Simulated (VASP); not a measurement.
# Y (P6/mmm) in VASP: further runs, part 2 of 2

VASP 6.6.1. Earlier steps stand in the parts before.

## 3. Single point, revPBE (29.48 Å³/atom)

This run uses another cell than the first one, of 29.48 Å³/atom.

Contents of INCAR:

```
PREC = Accurate
ENCUT = 520
EDIFF = 1E-7
ISMEAR = -1
SIGMA = 0.1
LREAL = F
LASPH = T
NELM = 100
ALGO = Normal
ISIF = 2
LWAVE = F
LCHARG = F
GGA = RE
NBANDS = 24
```

Contents of KPOINTS:

```
regular mesh
0
Gamma
  7 7 10
```

Contents of POSCAR:

```
Y
1.0
    5.4687026424      0.0000000000      0.0000000000
   -2.7343513212      4.7360354141      0.0000000000
    0.0000000000      0.0000000000      3.4152208632
Y
3
Direct
    1.0000000000      0.0000000000      1.0000000000
    0.3333333333      0.6666666667      0.5000000000
    0.6666666667      0.3333333333      0.5000000000
```

Potentials or basis: VASP PAW PBE potentials, release 64 (Y_sv).

On the command line:

```bash
cat potpaw_PBE.64/Y_sv/POTCAR > POTCAR
mpirun -np 1 vasp_std > vasp.out
```

OUTCAR:

```text
PREC = Accurate
   ENCUT = 520
   EDIFF = 1E-7
   ISMEAR = -1
   LREAL = F
   LASPH = T
   NELM = 100
   ISIF = 2
   GGA = RE

 ion  position               nearest neighbor table
   1  0.000  0.000  0.000-   2 3.59   3 3.59   2 3.59   3 3.59   3 3.59   3 3.59   2 3.59   2 3.59
                             3 3.59   3 3.59   2 3.59   2 3.59
   2  0.333  0.667  0.500-   3 3.16   3 3.16   3 3.16   1 3.59   1 3.59   1 3.59   1 3.59   1 3.59
                             1 3.59
   3  0.667  0.333  0.500-   2 3.16   2 3.16   2 3.16   1 3.59   1 3.59   1 3.59   1 3.59   1 3.59
                             1 3.59

  LATTYP: Found a hexagonal cell.
 ALAT       =     5.4687026424
 C/A-ratio  =     0.6245029373

  Lattice vectors:

 A1 = (   5.4687026424,   0.0000000000,   0.0000000000)
 A2 = (  -2.7343513212,   4.7360354141,   0.0000000000)
 A3 = (   0.0000000000,   0.0000000000,   3.4152208632)

Analysis of symmetry for initial positions (statically):
=====================================================================
 Subroutine PRICEL returns:
 Original cell was already a primitive cell.

 Routine SETGRP: Setting up the symmetry group for a
 hexagonal supercell.

 Subroutine GETGRP returns: Found 24 space group operations
 (whereof 24 operations were pure point group operations)
 out of a pool of 24 trial point group operations.

The static configuration has the point symmetry D_6h.

Analysis of symmetry for dynamics (positions and initial velocities):
=====================================================================
 Subroutine PRICEL returns:
 Original cell was already a primitive cell.

 Routine SETGRP: Setting up the symmetry group for a
 hexagonal supercell.

 Subroutine GETGRP returns: Found 24 space group operations
 (whereof 24 operations were pure point group operations)
 out of a pool of 24 trial point group operations.

The dynamic configuration has the point symmetry D_6h.

 Subroutine INISYM returns: Found 24 space group operations
 (whereof 24 operations are pure point group operations),
 and found     1 'primitive' translations

----------------------------------------------------------------------------------------

                                     Primitive cell

  volume of cell :      88.4541

  direct lattice vectors                    reciprocal lattice vectors
     5.468702642  0.000000000  0.000000000     0.182858726  0.105573535  0.000000000
    -2.734351321  4.736035414  0.000000000     0.000000000  0.211147070  0.000000000
     0.000000000  0.000000000  3.415220863     0.000000000  0.000000000  0.292806832

  length of vectors
     5.468702642  5.468702642  3.415220863     0.211147070  0.211147070  0.292806832

  position of ions in fractional coordinates (direct lattice)
     0.000000000  0.000000000  0.000000000
     0.333333333  0.666666667  0.500000000
     0.666666667  0.333333333  0.500000000

  ion indices of the primitive-cell ions
   primitive index   ion index
                 1           1
                 2           2
                 3           3

----------------------------------------------------------------------------------------

 KPOINTS: regular mesh

Automatic generation of k-mesh.
 Grid dimensions read from file:
 generate k-points for:    7    7   10

 Generating k-lattice:

  Cartesian coordinates                     Fractional coordinates (reciprocal lattice)
     0.026122675  0.015081934  0.000000000     0.142857143 -0.000000000  0.000000000
     0.000000000  0.030163867  0.000000000     0.000000000  0.142857143  0.000000000
     0.000000000  0.000000000  0.029280683     0.000000000  0.000000000  0.100000000

  Length of vectors
     0.030163867  0.030163867  0.029280683

  Shift w.r.t. Gamma in fractional coordinates (k-lattice)
     0.000000000  0.000000000  0.000000000

 Subroutine IBZKPT returns following result:
 ===========================================

 Found     48 irreducible k-points:

 Following reciprocal coordinates:
            Coordinates               Weight
  0.000000  0.000000  0.000000      1.000000
  0.142857  0.000000  0.000000      6.000000
  0.285714  0.000000  0.000000      6.000000
  0.428571  0.000000  0.000000      6.000000
  0.142857  0.142857  0.000000      6.000000
  0.285714  0.142857  0.000000     12.000000
[... 16 lines left out ...]
  0.428571  0.142857  0.200000     12.000000
  0.285714  0.285714  0.200000     12.000000
 [... further k-points ...]
   k-points           NKPTS =     48   k-points in BZ     NKDIM =     48   number of bands    NBANDS=     24
   number of dos      NEDOS =    301   number of ions     NIONS =      3
   total plane-waves  NPLWV =  49392
   dimension x,y,z NGX =    42 NGY =   42 NGZ =   28
   dimension x,y,z NGXF=    84 NGYF=   84 NGZF=   56
   ions per type =               3
   NGX,Y,Z   is equivalent  to a cutoff of  12.77, 12.77, 13.63 a.u.
   NGXF,Y,Z  is equivalent  to a cutoff of  25.54, 25.54, 27.26 a.u.
 SYSTEM =  unknown system
   PREC   = accura    normal or accurate (medium, high low for compatibility)
   ISTART =      0    job   : 0-new  1-cont  2-samecut
   ICHARG =      2    charge: 1-file 2-atom 10-const
   ISPIN  =      1    spin polarized calculation?
   LNONCOLLINEAR =      F non collinear calculations
   LSORBIT =      F    spin-orbit coupling
   LASPH  =      T    aspherical Exc in radial PAW
   ENCUT  =  520.0 eV  38.22 Ry    6.18 a.u.  10.17 10.17  6.35*2*pi/ulx,y,z
   NELM   =    100;   NELMIN=  2; NELMDL= -5     # of ELM steps
   EDIFF  = 0.1E-06   stopping-criterion for ELM
   LREAL  =      F    real-space projection
   EDIFFG = 0.1E-05   stopping-criterion for IOM
   NSW    =      0    number of steps for IOM
   IBRION =     -1    ionic relax: 0-MD 1-quasi-New 2-CG
   NFREE  =      0    steps in history (QN), initial steepest desc. (CG)
   ISIF   =      2    stress and relaxation
   ISYM   =      2    0-nonsym 1-usesym 2-fastsym
   POTIM  = 0.5000    time-step for ionic-motion
   TEBEG  =    0.0;   TEEND  =   0.0 temperature during run
   PSTRESS=    0.0 pullay stress
   NELECT =      33.0000    total number of electrons
   NUPDOWN=      -1.0000    fix difference up-down
   EMIN   =  10.00;   EMAX   =-10.00  energy-range for DOS
   EFERMI =   0.00;   METHOD = LEGACY
   ISMEAR =    -1;   SIGMA  =   0.10  broadening in eV -4-tet -1-fermi 0-gaus
   EFERMI_NEDOS =   21; number of points for ismear=-14 and -15
   IALGO  =     38    algorithm
   IMIX   =      4    mixing-type and parameters
     AMIX     =   0.40;   BMIX     =  1.00
     AMIX_MAG =   1.60;   BMIX_MAG =  1.00
  volume/ion in A,a.u.               =      29.48       198.97
  Fermi-wavevector in a.u.,A,eV,Ry     =   1.178529  2.227096 18.897536  1.388930
  Thomas-Fermi vector in A             =   2.314856
   LORBIT       =      0    0 simple, 1 ext, 2 COOP (PROOUT), +10 PAW based schemes
   GGA     = RE    functional components
   LHFCALC =     F    Hartree Fock is set to
   AEXX    =    0.0000 exact exchange contribution
   IVDW    =     0    specifies the selected vdW correction
   LEPSILON=     F    determine dielectric tensor
   LRPA    =     F    only Hartree local field effects (RPA)
 non-spin polarized calculation
  energy-cutoff  :      520.00
  volume of cell :       88.45
 maximum number of plane-waves:      2401
 NGX is ok and might be reduce to    42
   NGX = 21   NGY = 21   NGZ = 13

 number of electron      32.9999997 magnetization

 Free energy of the ion-electron system (eV)
  ---------------------------------------------------
  ext. energy  EPLUGINS =         0.00000000
  ---------------------------------------------------
  free energy    TOTEN  =       -18.22021983 eV

  energy without entropy =      -18.04886558  energy(sigma->0) =      -18.13454271

 E-fermi :   3.5610     XC(G=0):  -9.7818

 val. band max:        3.5570624778   @ k =   0.2857   0.1429   0.3000
 cond. band min:       3.5610863698   @ k =   0.1429   0.0000   0.0000
 fundamental gap:      0.0040238920
 Fermi energy:         3.5609922467

 k-point     1 :       0.0000    0.0000    0.0000
  band No.  band energies     occupation
      1     -38.9188      2.00000
      2     -38.7614      2.00000
      3     -38.7359      2.00000
      4     -19.1988      2.00000
      5     -19.1988      2.00000
      6     -18.9144      2.00000
[... 637 lines left out ...]
     23       5.9361      0.00000
     24       7.2602      0.00000

 [... further k-points ...]

------------------------ aborting loop because EDIFF is reached ----------------------------------------

  FORCE on cell =-STRESS in cart. coord.  units (eV):
  Direction    XX          YY          ZZ          XY          YZ          ZX
  --------------------------------------------------------------------------------------
  -------------------------------------------------------------------------------------
  Total        3.2243603      3.2243603      2.9331857      0.0000000     -0.0000000      0.0000000
  in kB       58.4031270     58.4031270     53.1290558      0.0000000     -0.0000000      0.0000000
  external PRESSURE =      56.6451033 kB  Pullay stress =       0.0000000 kB

 VOLUME and BASIS-vectors are now :
 -----------------------------------------------------------------------------
  energy-cutoff  :      520.00
  volume of cell :       88.45
      direct lattice vectors                 reciprocal lattice vectors
     5.468702642  0.000000000  0.000000000     0.182858726  0.105573535  0.000000000
    -2.734351321  4.736035414  0.000000000     0.000000000  0.211147070  0.000000000
     0.000000000  0.000000000  3.415220863     0.000000000  0.000000000  0.292806832

 POSITION                                       TOTAL-FORCE (eV/Angst)
 -----------------------------------------------------------------------------------
      0.00000      0.00000      0.00000         0.000000     -0.000000      0.000000
     -0.00000      3.15736      1.70761         0.000000      0.000000      0.000000
      2.73435      1.57868      1.70761        -0.000000     -0.000000      0.000000
 -----------------------------------------------------------------------------------
    total drift:                               -0.000000      0.000000     -0.000000

  FREE ENERGIE OF THE ION-ELECTRON SYSTEM (eV)
  ---------------------------------------------------
  free  energy   TOTEN  =       -18.2202198279 eV

  energy  without entropy=      -18.0488655840  energy(sigma->0) =      -18.13454271
```

OSZICAR:

```text
N       E                     dE             d eps       ncg     rms          rms(c)
DAV:   1     0.153524736122E+03    0.15352E+03   -0.16204E+04  2304   0.131E+03
DAV:   2    -0.492448875292E+01   -0.15845E+03   -0.15223E+03  2752   0.304E+02
DAV:   3    -0.182273035425E+02   -0.13303E+02   -0.12928E+02  4280   0.490E+01
DAV:   4    -0.186692366687E+02   -0.44193E+00   -0.44093E+00  2904   0.979E+00
DAV:   5    -0.186815284392E+02   -0.12292E-01   -0.12290E-01  3536   0.140E+00    0.423E+01
DAV:   6    -0.182763441477E+02    0.40518E+00   -0.57213E-01  2440   0.443E+00    0.259E+01
DAV:   7    -0.182309631045E+02    0.45381E-01   -0.11175E+00  3032   0.568E+00    0.233E+00
DAV:   8    -0.182209544073E+02    0.10009E-01   -0.20374E-01  2912   0.225E+00    0.964E-01
DAV:   9    -0.182201198077E+02    0.83460E-03   -0.57595E-03  3352   0.492E-01    0.350E-01
DAV:  10    -0.182202506346E+02   -0.13083E-03   -0.27219E-03  2760   0.386E-01    0.107E-01
DAV:  11    -0.182202176616E+02    0.32973E-04   -0.27377E-04  3056   0.100E-01    0.242E-02
DAV:  12    -0.182202190962E+02   -0.14346E-05   -0.11515E-05  3320   0.207E-02    0.954E-03
DAV:  13    -0.182202199362E+02   -0.84000E-06   -0.87817E-07  3304   0.673E-03    0.382E-03
DAV:  14    -0.182202200887E+02   -0.15247E-06   -0.13905E-07  2192   0.292E-03    0.157E-03
DAV:  15    -0.182202198726E+02    0.21608E-06   -0.44377E-08  1512   0.151E-03    0.538E-04
DAV:  16    -0.182202198279E+02    0.44639E-07   -0.76177E-09  1456   0.538E-04
   1 F= -.18220220E+02 E0= -.18134543E+02  d E =-.171354E+00
```

stdout:

```text
POSCAR found type information on POSCAR Y
 POSCAR found :  1 types and       3 ions
 scaLAPACK will be used
 -----------------------------------------------------------------------------
|                                                                             |
|                                                                             |
|     You enforced a specific xc type in the INCAR file but a different       |
|     I HOPE YOU KNOW WHAT YOU ARE DOING!                                     |
|                                                                             |
 -----------------------------------------------------------------------------

 LDA part: xc-table for (Slater+PW92), standard interpolation
 POSCAR, INCAR and KPOINTS ok, starting setup
 FFT: planning ... GRIDC
 FFT: planning ... GRID_SOFT
 FFT: planning ... GRID
 WAVECAR not read
 entering main loop
```

Wall time 2.7 min (1 thread of Oxide Virtual Turin-like, shared host); peak memory 0.23 GiB.

What came out:

```
Free energy            : -18.2202 eV
Pressure               : 5.7 GPa
Band gap on the k mesh : zero (an odd number of electrons rules out a gap without spin polarisation)
```

Stress tensor (GPa, compression positive):
```
5.84 0.00 0.00
0.00 5.84 0.00
0.00 0.00 5.31
```

Caveat: the cell stands under pressure; the PAW data sets were made with another functional, which shifts forces and pressure a little.

## 4. Single point, revPBE (30.82 Å³/atom)

This run uses another cell than the first one, of 30.82 Å³/atom.

Contents of INCAR:

```
PREC = Accurate ; ENCUT = 520
EDIFF = 1E-6 ; ISMEAR = -1
SIGMA = 0.1 ; LREAL = F
LASPH = T ; NELM = 80
ALGO = Normal ; ISIF = 2
LWAVE = F ; LCHARG = F
GGA = RE ; NBANDS = 24
```

KPOINTS is that of step 3.

Contents of POSCAR:

```
Y
1.0
    5.5503371053      0.0000000000      0.0000000000
   -2.7751685526      4.8067329327      0.0000000000
    0.0000000000      0.0000000000      3.4662018251
Y
3
Direct
    1.0000000000      0.0000000000      1.0000000000
    0.3333333333      0.6666666667      0.5000000000
    0.6666666667      0.3333333333      0.5000000000
```

On the command line:

```bash
cat potpaw_PBE.64/Y_sv/POTCAR > POTCAR
mpirun -np 1 vasp_std > vasp.out
```

Run time: 2.5 min. Hardware: 1 thread of Oxide Virtual Turin-like, shared host; peak memory 0.24 GiB.

Results (log left out):

- Free energy: -18.3337 eV
- Pressure: 3.4 GPa
- Band gap on the k mesh: zero (an odd number of electrons rules out a gap without spin polarisation)

Stress tensor (GPa, compression positive):
```
3.51 0.00 0.00
0.00 3.51 0.00
0.00 0.00 3.23
```

Levels at points of the mesh, in eV from the Fermi level:
```csv
k point,band 13,band 14,band 15,band 16,band 17,band 18,band 19,band 20,band 21,band 22
"(0.00, 0.00, 0.00)",-4.70,-1.08,0.10,0.10,0.16,0.16,0.53,1.83,2.51,2.51
"(0.00, 0.00, 0.50)",-1.69,-1.19,-1.19,-1.05,-0.72,-0.72,1.79,1.79,2.26,2.26
```

Caveat: the cell stands under pressure; the PAW data sets were made with another functional, which shifts forces and pressure a little.

## 5. Overview

| cell | k mesh | gap on the mesh (eV) | pressure (GPa) |
| --- | --- | --- | --- |
| a = 5.707, b = 5.707, c = 3.564 Å, angles 90.0, 90.0, 120.0°, 3 atoms | 7 × 7 × 9 | none | -0.1 |
| a = 5.469, b = 5.469, c = 3.415 Å, angles 90.0, 90.0, 120.0°, 3 atoms | 7 × 7 × 10 | none | 5.7 |
| a = 5.550, b = 5.550, c = 3.466 Å, angles 90.0, 90.0, 120.0°, 3 atoms | 7 × 7 × 10 | none | 3.4 |

Alike in all rows: task single point; level revPBE; potentials or basis VASP PAW PBE potentials, release 64 (Y_sv); no spin polarisation; cutoff (eV) 520; smearing fermi-dirac 0.1 eV.

Caveats: the PAW data sets were made with another functional, which shifts forces and pressure a little; the cell stands under pressure (at least some runs).

Total energies depend on the potentials used, so only differences within one code and one set of settings carry meaning.
